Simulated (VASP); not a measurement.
# Y (Fm-3m) in VASP: notebook, part 2 of 2

VASP 6.6.1.

## (3) Electric field gradients, PBEsol (34.57 Å³/atom)

This run uses another cell than the first one, of 34.57 Å³/atom.

File INCAR:

```
PREC = Accurate
ENCUT = 520
EDIFF = 1E-8
ISMEAR = -1
SIGMA = 0.03
LREAL = F
LASPH = T
NELM = 80
ALGO = Normal
ISIF = 2
LWAVE = F
LCHARG = F
GGA = PS
LEFG = T
NBANDS = 12
```

File KPOINTS:

```
Automatic mesh
0
Gamma
  12 12 12
```

File POSCAR:

```
Y
1.0
    0.0000000000      2.5855737421      2.5855737421
    2.5855737421      0.0000000000      2.5855737421
    2.5855737421      2.5855737421      0.0000000000
Y
1
Direct
    0.0000000000      0.0000000000      0.0000000000
```

Potentials or basis: VASP PAW PBE potentials, release 64 (Y_sv).

Launch:

```sh
$ cat potpaw_PBE.64/Y_sv/POTCAR > POTCAR
$ mpirun -np 1 vasp_std > vasp.out
```

OUTCAR:

```text
PREC = Accurate
   ENCUT = 520
   EDIFF = 1E-8
   ISMEAR = -1
   LREAL = F
   LASPH = T
   NELM = 80
   ISIF = 2
   GGA = PS

 ion  position               nearest neighbor table
   1  0.000  0.000  0.000-

  LATTYP: Found a face centered cubic cell.
 ALAT       =     5.1711474842

  Lattice vectors:

 A1 = (   0.0000000000,   2.5855737421,   2.5855737421)
 A2 = (   2.5855737421,   0.0000000000,   2.5855737421)
 A3 = (   2.5855737421,   2.5855737421,   0.0000000000)

Analysis of symmetry for initial positions (statically):
=====================================================================
 Subroutine PRICEL returns:
 Original cell was already a primitive cell.

 Routine SETGRP: Setting up the symmetry group for a
 face centered cubic supercell.

 Subroutine GETGRP returns: Found 48 space group operations
 (whereof 48 operations were pure point group operations)
 out of a pool of 48 trial point group operations.

The static configuration has the point symmetry O_h .

Analysis of symmetry for dynamics (positions and initial velocities):
=====================================================================
 Subroutine PRICEL returns:
 Original cell was already a primitive cell.

 Routine SETGRP: Setting up the symmetry group for a
 face centered cubic supercell.

 Subroutine GETGRP returns: Found 48 space group operations
 (whereof 48 operations were pure point group operations)
 out of a pool of 48 trial point group operations.

The dynamic configuration has the point symmetry O_h .

 Subroutine INISYM returns: Found 48 space group operations
 (whereof 48 operations are pure point group operations),
 and found     1 'primitive' translations

----------------------------------------------------------------------------------------

                                     Primitive cell

  volume of cell :      34.5701

  direct lattice vectors                    reciprocal lattice vectors
     0.000000000  2.585573742  2.585573742    -0.193380677  0.193380677  0.193380677
     2.585573742  0.000000000  2.585573742     0.193380677 -0.193380677  0.193380677
     2.585573742  2.585573742  0.000000000     0.193380677  0.193380677 -0.193380677

  length of vectors
     3.656553453  3.656553453  3.656553453     0.334945157  0.334945157  0.334945157

  position of ions in fractional coordinates (direct lattice)
     0.000000000  0.000000000  0.000000000

  ion indices of the primitive-cell ions
   primitive index   ion index
                 1           1

----------------------------------------------------------------------------------------

 KPOINTS: Automatic mesh

Automatic generation of k-mesh.
 Grid dimensions read from file:
 generate k-points for:   12   12   12

 Generating k-lattice:

  Cartesian coordinates                     Fractional coordinates (reciprocal lattice)
    -0.016115056  0.016115056  0.016115056     0.083333333  0.000000000  0.000000000
     0.016115056 -0.016115056  0.016115056     0.000000000  0.083333333  0.000000000
     0.016115056  0.016115056 -0.016115056     0.000000000  0.000000000  0.083333333
[... 71 lines left out ...]
   EFERMI =   0.00;   METHOD = LEGACY
   ISMEAR =    -1;   SIGMA  =   0.03  broadening in eV -4-tet -1-fermi 0-gaus
   EFERMI_NEDOS =   21; number of points for ismear=-14 and -15
   IALGO  =     38    algorithm
   IMIX   =      4    mixing-type and parameters
     AMIX     =   0.40;   BMIX     =  1.00
     AMIX_MAG =   1.60;   BMIX_MAG =  1.00
  volume/ion in A,a.u.               =      34.57       233.29
  Fermi-wavevector in a.u.,A,eV,Ry     =   1.117649  2.112051 16.995574  1.249139
  Thomas-Fermi vector in A             =   2.254274
   LORBIT       =      0    0 simple, 1 ext, 2 COOP (PROOUT), +10 PAW based schemes
   GGA     = PS    functional components
   LHFCALC =     F    Hartree Fock is set to
   AEXX    =    0.0000 exact exchange contribution
   IVDW    =     0    specifies the selected vdW correction
   LEPSILON=     F    determine dielectric tensor
   LRPA    =     F    only Hartree local field effects (RPA)
 non-spin polarized calculation
  energy-cutoff  :      520.00
  volume of cell :       34.57
 maximum number of plane-waves:       950
   NGX = 13   NGY = 13   NGZ = 13

 number of electron      11.0000000 magnetization

 Free energy of the ion-electron system (eV)
  ---------------------------------------------------
  ext. energy  EPLUGINS =         0.00000000
  ---------------------------------------------------
  free energy    TOTEN  =        -6.74974815 eV

  energy without entropy =       -6.74433244  energy(sigma->0) =       -6.74704029

 E-fermi :   2.6965     XC(G=0):  -9.3333

 val. band max:        2.6761501173   @ k =   0.5000   0.3333   0.1667
 cond. band min:       2.7036290156   @ k =   0.5000   0.1667   0.0000
 fundamental gap:      0.0274788983
 Fermi energy:         2.6964783566

 k-point     1 :       0.0000    0.0000    0.0000
  band No.  band energies     occupation
      1     -40.0487      2.00000
      2     -19.8023      2.00000
      3     -19.8023      2.00000
      4     -19.8023      2.00000
      5      -1.9755      2.00000
      6       4.4064      0.00000
      7       4.4064      0.00000
      8       4.4064      0.00000
      9       6.2705      0.00000
     10       6.2705      0.00000
     11      11.5140      0.00000
     12      14.5667      0.00000
[... 331 lines left out ...]
 k-point    24 :      -0.4167    0.1667    0.0000
  band No.  band energies     occupation
      1     -39.9935      2.00000
      2     -20.2255      2.00000
      3     -19.9497      2.00000
      4     -19.8816      2.00000
      5       1.3144      2.00000
      6       2.7623      0.20033
      7       3.7372      0.00000
      8       4.7301      0.00000
      9       7.2633      0.00000
     10       8.1543      0.00000
     11       9.5657      0.00000
     12      12.5789      0.00000

 [... further k-points ...]

------------------------ aborting loop because EDIFF is reached ----------------------------------------

  FORCE on cell =-STRESS in cart. coord.  units (eV):
  Direction    XX          YY          ZZ          XY          YZ          ZX
  --------------------------------------------------------------------------------------
  -------------------------------------------------------------------------------------
  Total       -0.8801246     -0.8801246     -0.8801246     -0.0000000     -0.0000000      0.0000000
  in kB      -40.7900218    -40.7900218    -40.7900218     -0.0000000     -0.0000000      0.0000000
  external PRESSURE =     -40.7900218 kB  Pullay stress =       0.0000000 kB

 VOLUME and BASIS-vectors are now :
 -----------------------------------------------------------------------------
  energy-cutoff  :      520.00
  volume of cell :       34.57
      direct lattice vectors                 reciprocal lattice vectors
     0.000000000  2.585573742  2.585573742    -0.193380677  0.193380677  0.193380677
     2.585573742  0.000000000  2.585573742     0.193380677 -0.193380677  0.193380677
     2.585573742  2.585573742  0.000000000     0.193380677  0.193380677 -0.193380677

 POSITION                                       TOTAL-FORCE (eV/Angst)
 -----------------------------------------------------------------------------------
      0.00000      0.00000      0.00000         0.000000      0.000000      0.000000
 -----------------------------------------------------------------------------------
    total drift:                               -0.000000     -0.000000     -0.000000

  FREE ENERGIE OF THE ION-ELECTRON SYSTEM (eV)
  ---------------------------------------------------
  free  energy   TOTEN  =        -6.7497481456 eV

  energy  without entropy=       -6.7443324434  energy(sigma->0) =       -6.74704029

 Electric field gradients (V/A^2)
---------------------------------------------------------------------
 ion       V_xx      V_yy      V_zz      V_xy      V_xz      V_yz
---------------------------------------------------------------------
   1      -0.000    -0.000     0.000    -0.000    -0.000    -0.000
---------------------------------------------------------------------

 Electric field gradients after diagonalization (V/A^2)
 (convention: |V_zz| > |V_xx| > |V_yy|)
----------------------------------------------------------------------
 ion       V_xx      V_yy      V_zz     asymmetry (V_yy - V_xx)/ V_zz
----------------------------------------------------------------------
   1       0.000     0.000    -0.000       0.000
----------------------------------------------------------------------

           NMR quadrupolar parameters

 Cq : quadrupolar parameter    Cq=e*Q*V_zz/h
 eta: asymmetry parameters     (V_yy - V_xx)/ V_zz
 Q  : nuclear electric quadrupole moment in mb (millibarn)
----------------------------------------------------------------------
 ion       Cq(MHz)       eta       Q (mb)
----------------------------------------------------------------------
   1      -0.000       0.000       1.000
----------------------------------------------------------------------
```

OSZICAR:

```text
N       E                     dE             d eps       ncg     rms          rms(c)
DAV:   1     0.242080489481E+02    0.24208E+02   -0.53437E+03  1728   0.811E+02
DAV:   2    -0.561005711546E+01   -0.29818E+02   -0.29056E+02  2064   0.164E+02
DAV:   3    -0.696233854453E+01   -0.13523E+01   -0.13301E+01  2472   0.219E+01
DAV:   4    -0.700098282313E+01   -0.38644E-01   -0.38607E-01  1976   0.340E+00
DAV:   5    -0.700185843998E+01   -0.87562E-03   -0.87558E-03  2272   0.404E-01    0.218E+01
DAV:   6    -0.679674992391E+01    0.20511E+00   -0.22448E-01  1836   0.307E+00    0.132E+01
DAV:   7    -0.675370018766E+01    0.43050E-01   -0.30747E-01  2024   0.356E+00    0.111E+00
DAV:   8    -0.674995312795E+01    0.37471E-02   -0.38579E-02  2028   0.148E+00    0.201E-01
DAV:   9    -0.674979661698E+01    0.15651E-03   -0.79755E-04  2092   0.235E-01    0.106E-01
DAV:  10    -0.674974897696E+01    0.47640E-04   -0.22933E-04  1976   0.126E-01    0.340E-02
DAV:  11    -0.674974887126E+01    0.10570E-06   -0.23028E-05  1980   0.394E-02    0.126E-02
DAV:  12    -0.674974847793E+01    0.39333E-06   -0.88791E-07  2088   0.825E-03    0.767E-03
DAV:  13    -0.674974815290E+01    0.32504E-06   -0.35816E-07  1996   0.421E-03    0.295E-04
DAV:  14    -0.674974813402E+01    0.18879E-07   -0.12650E-08  1792   0.784E-04    0.369E-04
DAV:  15    -0.674974814443E+01   -0.10416E-07   -0.93310E-10  1044   0.217E-04    0.770E-05
DAV:  16    -0.674974814560E+01   -0.11646E-08   -0.16651E-10   972   0.996E-05
   1 F= -.67497481E+01 E0= -.67470403E+01  d E =-.541570E-02
```

stdout:

```text
POSCAR found type information on POSCAR Y
 POSCAR found :  1 types and       1 ions
 scaLAPACK will be used
 -----------------------------------------------------------------------------
|                                                                             |
|                                                                             |
|     You enforced a specific xc type in the INCAR file but a different       |
|     I HOPE YOU KNOW WHAT YOU ARE DOING!                                     |
|                                                                             |
 -----------------------------------------------------------------------------

 LDA part: xc-table for (Slater+PW92), standard interpolation
 POSCAR, INCAR and KPOINTS ok, starting setup
 FFT: planning ... GRIDC
 FFT: planning ... GRID_SOFT
 FFT: planning ... GRID
 WAVECAR not read
 entering main loop
ion   1
```

It took 47 s on 1 thread of Intel Xeon 8259CL, shared host; peak memory 0.19 GiB.

What came out:

```yaml
Free_energy: -6.7497 eV
Pressure: -4.1 GPa
Band_gap_on_the_k_mesh: zero (an odd number of electrons rules out a gap without spin polarisation)
Largest_electric_field_gradient_by_atom: zero within the noise of the run
```

Caveat: the cell stands under tension; the PAW data sets were made with another functional, which shifts forces and pressure a little.
